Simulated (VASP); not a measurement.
Here is a VASP 6.6.1 calculation.

INCAR

```
  PREC = Accurate
  ENCUT = 600
  EDIFF = 1E-6
  ISMEAR = 0
  SIGMA = 0.05
  LREAL = F
  LASPH = T
  NELM = 60
  ALGO = Normal
  ISIF = 3
  LWAVE = F
  LCHARG = F
  GGA = PS
  IBRION = 2
  NSW = 100
  EDIFFG = -0.01
```

File KPOINTS:

```
regular mesh
0
Gamma
  12 12 2
```

The input POSCAR:

```
WS2
1.0
    3.1581237709     -0.1025782729      0.0005198601
   -1.6678972756      2.7595019742     -0.0109044939
    0.0028016637     -0.0662409818     17.9308915003
W S
1 2
Direct
    0.3451803610      0.6247322847     -0.0039294153
    0.6416781901      0.2994784384      0.9163390687
    0.6798081156      0.4091226103      0.0875903467
```

Potentials or basis: VASP PAW PBE potentials, release 64 (W_sv, S).

The run is started by

```console
$ cat potpaw_PBE.64/W_sv/POTCAR potpaw_PBE.64/S/POTCAR > POTCAR
$ mpirun -np 1 vasp_std > vasp.out
```

**Question.** Predict the space group after relaxing (to 0.1 Å).

**Answer.** P1 (No. 1).

**Question.** Predict the band gap on the k mesh.

**Answer.** 1.94 eV.

Final structure:
```
W S
1.0
     3.14681    0.00037    0.02533
    -1.57345    2.72309   -0.11579
     0.11158   -0.68002   18.10949
W S
1 2
Direct
  0.33330 0.66662 0.00000
  0.65194 0.28995 0.91325
  0.68142 0.37677 0.08675
```

Caveat: there is no dipole correction, which matters where the two faces differ; the relaxation moved the vacuum too, so the length across it says nothing of the material; spin-orbit coupling is left out, which moves the levels of the heavy elements.
